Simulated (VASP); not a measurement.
# AlN (I4/mmm) in VASP: notebook

AlN is run at these levels: PBE; tasks: single point.

Everything below comes from runs of VASP 6.6.1. Logs are shortened: lines on timing, memory, paths and dates and some standing lists are left out, and cuts for length are marked.

## Step 1: The cell of the first run

Symmetry: I4/mmm, No. 139, tetragonal system. Conventional cell: a = 2.741 Å, b = 2.741 Å, c = 3.956 Å, α = 90.00°, β = 90.00°, γ = 90.00°. Al (site symmetry 4/mmm) has 6 N at 1.94 to 1.98 Å within 2.6 Å. Within 2.6 Å of N (site symmetry 4/mmm) lie 6 Al at 1.94 to 1.98 Å.

## Step 2: Single point, PBE (equal xx and yy strain of -2 %)

File INCAR:

```
PREC = Accurate
ENCUT = 520
EDIFF = 1E-6
ISMEAR = -1
SIGMA = 0.02
LREAL = False
LASPH = True
NELM = 100
ALGO = Normal
ISIF = 2
LWAVE = False
LCHARG = False
GGA = PE
NBANDS = 11
```

File KPOINTS:

```
regular mesh
0
Gamma
  10 10 10
```

File POSCAR:

```
AlN
1.0
    0.0000000000      1.9384400000      1.9780000000
    1.9384400000      0.0000000000      1.9780000000
    1.9384400000      1.9384400000      0.0000000000
Al N
1 1
Direct
    0.0000000000      0.0000000000      0.0000000000
    0.5000000000      0.5000000000      0.5000000000
```

Potentials or basis: VASP PAW PBE potentials, release 64 (Al, N).

Command:

```console
> cat potpaw_PBE.64/Al/POTCAR potpaw_PBE.64/N/POTCAR > POTCAR
> mpirun -np 1 vasp_std > vasp.out
```

OUTCAR:

```text
PREC = Accurate
   ENCUT = 520
   EDIFF = 1E-6
   ISMEAR = -1
   LREAL = False
   LASPH = True
   NELM = 100
   ISIF = 2
   GGA = PE

 ion  position               nearest neighbor table
   1  0.000  0.000  0.000-   2 1.94   2 1.94   2 1.94   2 1.94   2 1.98   2 1.98
   2  0.500  0.500  0.500-   1 1.94   1 1.94   1 1.94   1 1.94   1 1.98   1 1.98

  LATTYP: Found a body centered tetragonal cell.
 ALAT       =     2.7413681378
 C/A-ratio  =     1.4430750636

  Lattice vectors:

 A1 = (  -1.9384400000,   0.0000000000,   1.9780000000)
 A2 = (   1.9384400000,   0.0000000000,   1.9780000000)
 A3 = (   0.0000000000,   1.9384400000,  -1.9780000000)

Analysis of symmetry for initial positions (statically):
=====================================================================
 Subroutine PRICEL returns:
 Original cell was already a primitive cell.

 Routine SETGRP: Setting up the symmetry group for a
 body centered tetragonal supercell.

 Subroutine GETGRP returns: Found 16 space group operations
 (whereof 16 operations were pure point group operations)
 out of a pool of 16 trial point group operations.

The static configuration has the point symmetry D_4h.

Analysis of symmetry for dynamics (positions and initial velocities):
=====================================================================
 Subroutine PRICEL returns:
 Original cell was already a primitive cell.

 Routine SETGRP: Setting up the symmetry group for a
 body centered tetragonal supercell.

 Subroutine GETGRP returns: Found 16 space group operations
 (whereof 16 operations were pure point group operations)
 out of a pool of 16 trial point group operations.

The dynamic configuration has the point symmetry D_4h.

 Subroutine INISYM returns: Found 16 space group operations
 (whereof 16 operations are pure point group operations),
 and found     1 'primitive' translations

----------------------------------------------------------------------------------------

                                     Primitive cell

  volume of cell :      14.8649

  direct lattice vectors                    reciprocal lattice vectors
     0.000000000  1.938440000  1.978000000    -0.257939374  0.257939374  0.252780586
     1.938440000  0.000000000  1.978000000     0.257939374 -0.257939374  0.252780586
     1.938440000  1.938440000  0.000000000     0.257939374  0.257939374 -0.252780586

  length of vectors
     2.769482557  2.769482557  2.741368138     0.443805663  0.443805663  0.443805663

  position of ions in fractional coordinates (direct lattice)
     0.000000000  0.000000000  0.000000000
     0.500000000  0.500000000  0.500000000

  ion indices of the primitive-cell ions
   primitive index   ion index
                 1           1
                 2           2

----------------------------------------------------------------------------------------

 KPOINTS: regular mesh

Automatic generation of k-mesh.
 Grid dimensions read from file:
 generate k-points for:   10   10   10

 Generating k-lattice:

  Cartesian coordinates                     Fractional coordinates (reciprocal lattice)
    -0.025793937  0.025793937  0.025278059     0.100000000 -0.000000000  0.000000000
     0.025793937 -0.025793937  0.025278059    -0.000000000  0.100000000  0.000000000
     0.025793937  0.025793937 -0.025278059     0.000000000  0.000000000  0.100000000

  Length of vectors
     0.044380566  0.044380566  0.044380566

  Shift w.r.t. Gamma in fractional coordinates (k-lattice)
     0.000000000  0.000000000  0.000000000

 Subroutine IBZKPT returns following result:
 ===========================================

 Found    102 irreducible k-points:

 Following reciprocal coordinates:
            Coordinates               Weight
  0.000000  0.000000  0.000000      1.000000
  0.100000  0.000000  0.000000      8.000000
  0.200000  0.000000  0.000000      8.000000
  0.300000  0.000000  0.000000      8.000000
  0.400000 -0.000000  0.000000      8.000000
  0.500000  0.000000  0.000000      4.000000
[... 16 lines left out ...]
  0.300000  0.300000  0.000000      2.000000
  0.400000  0.300000  0.000000      8.000000
 [... further k-points ...]
   k-points           NKPTS =    102   k-points in BZ     NKDIM =    102   number of bands    NBANDS=     11
   number of dos      NEDOS =    301   number of ions     NIONS =      2
   total plane-waves  NPLWV =  11520
   dimension x,y,z NGX =    24 NGY =   24 NGZ =   20
   dimension x,y,z NGXF=    48 NGYF=   48 NGZF=   40
   ions per type =               1   1
   NGX,Y,Z   is equivalent  to a cutoff of  14.41, 14.41, 12.13 a.u.
   NGXF,Y,Z  is equivalent  to a cutoff of  28.81, 28.81, 24.26 a.u.
 SYSTEM =  unknown system
   PREC   = accura    normal or accurate (medium, high low for compatibility)
   ISTART =      0    job   : 0-new  1-cont  2-samecut
   ICHARG =      2    charge: 1-file 2-atom 10-const
   ISPIN  =      1    spin polarized calculation?
   LNONCOLLINEAR =      F non collinear calculations
   LSORBIT =      F    spin-orbit coupling
   LASPH  =      T    aspherical Exc in radial PAW
   ENCUT  =  520.0 eV  38.22 Ry    6.18 a.u.   5.15  5.15  5.10*2*pi/ulx,y,z
   NELM   =    100;   NELMIN=  2; NELMDL= -5     # of ELM steps
   EDIFF  = 0.1E-05   stopping-criterion for ELM
   LREAL  =      F    real-space projection
   EDIFFG = 0.1E-04   stopping-criterion for IOM
   NSW    =      0    number of steps for IOM
   IBRION =     -1    ionic relax: 0-MD 1-quasi-New 2-CG
   NFREE  =      0    steps in history (QN), initial steepest desc. (CG)
   ISIF   =      2    stress and relaxation
   ISYM   =      2    0-nonsym 1-usesym 2-fastsym
   POTIM  = 0.5000    time-step for ionic-motion
   TEBEG  =    0.0;   TEEND  =   0.0 temperature during run
   PSTRESS=    0.0 pullay stress
   NELECT =       8.0000    total number of electrons
   NUPDOWN=      -1.0000    fix difference up-down
   EMIN   =  10.00;   EMAX   =-10.00  energy-range for DOS
   EFERMI =   0.00;   METHOD = LEGACY
   ISMEAR =    -1;   SIGMA  =   0.02  broadening in eV -4-tet -1-fermi 0-gaus
   EFERMI_NEDOS =   21; number of points for ismear=-14 and -15
   IALGO  =     38    algorithm
   IMIX   =      4    mixing-type and parameters
     AMIX     =   0.40;   BMIX     =  1.00
     AMIX_MAG =   1.60;   BMIX_MAG =  1.00
  volume/ion in A,a.u.               =       7.43        50.16
  Fermi-wavevector in a.u.,A,eV,Ry     =   1.331633  2.516421 24.126476  1.773246
  Thomas-Fermi vector in A             =   2.460629
   LORBIT       =      0    0 simple, 1 ext, 2 COOP (PROOUT), +10 PAW based schemes
   GGA     = PE    functional components
   LHFCALC =     F    Hartree Fock is set to
   AEXX    =    0.0000 exact exchange contribution
   IVDW    =     0    specifies the selected vdW correction
   LEPSILON=     F    determine dielectric tensor
   LRPA    =     F    only Hartree local field effects (RPA)
 non-spin polarized calculation
  energy-cutoff  :      520.00
  volume of cell :       14.86
 maximum number of plane-waves:       412
 NGX is ok and might be reduce to    24
   NGX = 11   NGY = 11   NGZ = 11

 number of electron       8.0000000 magnetization

 Free energy of the ion-electron system (eV)
  ---------------------------------------------------
  ext. energy  EPLUGINS =         0.00000000
  ---------------------------------------------------
  free energy    TOTEN  =       -14.31320683 eV

  energy without entropy =      -14.31320683  energy(sigma->0) =      -14.31320683

 E-fermi :  11.8543     XC(G=0): -12.7899

 val. band max:       11.4870619875   @ k =   0.0000   0.0000   0.0000
 cond. band min:      16.4359913688   @ k =   0.5000   0.0000   0.5000
 fundamental gap:      4.9489293813
 Fermi energy:        11.8542514148

 k-point     1 :       0.0000    0.0000    0.0000
  band No.  band energies     occupation
      1      -7.1563      2.00000
      2      11.3529      2.00000
      3      11.3529      2.00000
      4      11.4871      2.00000
      5      18.6778      0.00000
      6      23.7127      0.00000
      7      24.0039      0.00000
      8      24.0039      0.00000
      9      29.3448      0.00000
     10      29.6384      0.00000
     11      30.3393      0.00000

 k-point     2 :       0.1000    0.0000    0.0000
  band No.  band energies     occupation
      1      -6.9297      2.00000
      2      10.3595      2.00000
      3      11.2169      2.00000
      4      11.2868      2.00000
      5      19.2282      0.00000
      6      23.0134      0.00000
      7      24.1615      0.00000
      8      24.3635      0.00000
      9      28.3791      0.00000
     10      28.9844      0.00000
     11      30.9295      0.00000

 k-point     3 :       0.2000    0.0000    0.0000
  band No.  band energies     occupation
      1      -6.2687      2.00000
      2       8.0860      2.00000
      3      10.8873      2.00000
      4      10.8994      2.00000
      5      19.4914      0.00000
      6      22.9049      0.00000
      7      24.4981      0.00000
      8      24.8588      0.00000
      9      27.8437      0.00000
     10      28.1528      0.00000
     11      30.6669      0.00000

 k-point     4 :       0.3000    0.0000    0.0000
  band No.  band energies     occupation
      1      -5.2462      2.00000
      2       5.5472      2.00000
      3      10.4776      2.00000
      4      10.5224      2.00000
      5      18.8704      0.00000
      6      23.9069      0.00000
      7      24.3109      0.00000
      8      24.3922      0.00000
      9      29.4007      0.00000
     10      29.4835      0.00000
     11      29.7680      0.00000
[... 239 lines left out ...]
 k-point    22 :      -0.2000    0.2000    0.0000
  band No.  band energies     occupation
      1      -4.8887      2.00000
      2       6.0530      2.00000
      3       8.1389      2.00000
      4      10.5820      2.00000
      5      21.2422      0.00000
      6      21.7977      0.00000
      7      23.4857      0.00000
      8      25.2498      0.00000
      9      27.1334      0.00000
     10      31.7453      0.00000
     11      33.2258      0.00000

 k-point    23 :       0.3000    0.3000    0.0000
  band No.  band energies     occupation
      1      -4.7154      2.00000
      2       6.2415      2.00000
      3       9.2325      2.00000
      4       9.2325      2.00000
      5      18.1003      0.00000
      6      19.5059      0.00000
      7      24.2864      0.00000
      8      28.4794      0.00000
      9      28.4794      0.00000
     10      33.1761      0.00000
     11      37.2145      0.00000

 k-point    24 :       0.4000    0.3000    0.0000
  band No.  band energies     occupation
      1      -3.8672      2.00000
      2       5.0795      2.00000
      3       8.3434      2.00000
      4       8.9619      2.00000
      5      18.0034      0.00000
      6      19.1650      0.00000
      7      24.7422      0.00000
      8      28.5323      0.00000
      9      29.3875      0.00000
     10      34.5600      0.00000
     11      37.7675      0.00000

 [... further k-points ...]
[... 5 lines left out ...]
  --------------------------------------------------------------------------------------
  -------------------------------------------------------------------------------------
  Total        4.0831323      4.0831323      3.1481289      0.0000000      0.0000000      0.0000000
  in kB      440.0915491    440.0915491    339.3142367      0.0000000      0.0000000      0.0000000
  external PRESSURE =     406.4991116 kB  Pullay stress =       0.0000000 kB

 VOLUME and BASIS-vectors are now :
 -----------------------------------------------------------------------------
  energy-cutoff  :      520.00
  volume of cell :       14.86
      direct lattice vectors                 reciprocal lattice vectors
     0.000000000  1.938440000  1.978000000    -0.257939374  0.257939374  0.252780586
     1.938440000  0.000000000  1.978000000     0.257939374 -0.257939374  0.252780586
     1.938440000  1.938440000  0.000000000     0.257939374  0.257939374 -0.252780586

 POSITION                                       TOTAL-FORCE (eV/Angst)
 -----------------------------------------------------------------------------------
      0.00000      0.00000      0.00000         0.000000     -0.000000      0.000000
      1.93844      1.93844      1.97800        -0.000000      0.000000      0.000000
 -----------------------------------------------------------------------------------
    total drift:                               -0.000000     -0.000000      0.000000

  FREE ENERGIE OF THE ION-ELECTRON SYSTEM (eV)
  ---------------------------------------------------
  free  energy   TOTEN  =       -14.3132068344 eV

  energy  without entropy=      -14.3132068344  energy(sigma->0) =      -14.31320683
```

It took 12 s on 1 thread of Intel Xeon 8259CL, shared host; peak memory 0.14 GiB.

Results:

```
Free energy            : -14.3132 eV
Pressure               : 40.6 GPa
Band gap on the k mesh : 4.95 eV, indirect (least direct gap 7.19 eV)
```

Stress tensor (GPa, compression positive):
```
44.01  0.00  0.00
 0.00 44.01  0.00
 0.00  0.00 33.93
```

Caveat: the cell differs from its parent crystal (equal xx and yy strain of -2 %). A k mesh can miss the band edges.

## Step 3: Single point, PBE (equal xx and yy strain of +1 %)

File INCAR:

```
PREC = Accurate
ENCUT = 520
EDIFF = 1E-6
ISMEAR = -1
SIGMA = 0.02
LREAL = F
LASPH = T
NELM = 100
ALGO = Normal
ISIF = 2
LWAVE = F
LCHARG = F
GGA = PE
NBANDS = 11
```

File KPOINTS:

```
Automatic mesh
0
Gamma
  10 10 10
```

File POSCAR:

```
AlN
1.0
    0.0000000000      1.9977800000      1.9780000000
    1.9977800000      0.0000000000      1.9780000000
    1.9977800000      1.9977800000      0.0000000000
Al N
1 1
Direct
    0.0000000000      0.0000000000      0.0000000000
    0.5000000000      0.5000000000      0.5000000000
```

Potentials or basis: VASP PAW PBE potentials, release 64 (Al, N).

Command:

```console
> cat potpaw_PBE.64/Al/POTCAR potpaw_PBE.64/N/POTCAR > POTCAR
> mpirun -np 1 vasp_std > vasp.out
```

Wall time 18 s (1 thread of Intel Xeon 8259CL, shared host); peak memory 0.14 GiB.

Results (log left out):

```yaml
Free_energy: -14.4861 eV
Pressure: 18.6 GPa
Band_gap_on_the_k_mesh: 4.97 eV, indirect (least direct gap 6.33 eV)
```

Stress tensor (GPa, compression positive):
```
17.33  0.00  0.00
 0.00 17.33  0.00
 0.00  0.00 21.12
```

Levels at points of the mesh, in eV from the valence-band top:
```tsv
k point	band 1	band 2	band 3	band 4	band 5	band 6	band 7	band 8	band 9
(0.00, 0.00, 0.00)	-18.00	-0.07	0.00	0.00	6.33	12.25	12.25	12.38	17.56
(0.50, 0.00, 0.00)	-14.55	-8.62	-1.21	-1.17	6.40	11.23	11.48	13.97	16.59
(0.50, 0.50, 0.00)	-13.45	-7.68	-2.99	-2.99	4.97	5.13	14.68	17.89	17.89
(0.50, 0.00, 0.50)	-13.54	-7.73	-2.98	-2.85	5.07	5.23	14.55	17.82	18.17
```

Caveat: the cell differs from its parent crystal (equal xx and yy strain of +1 %).
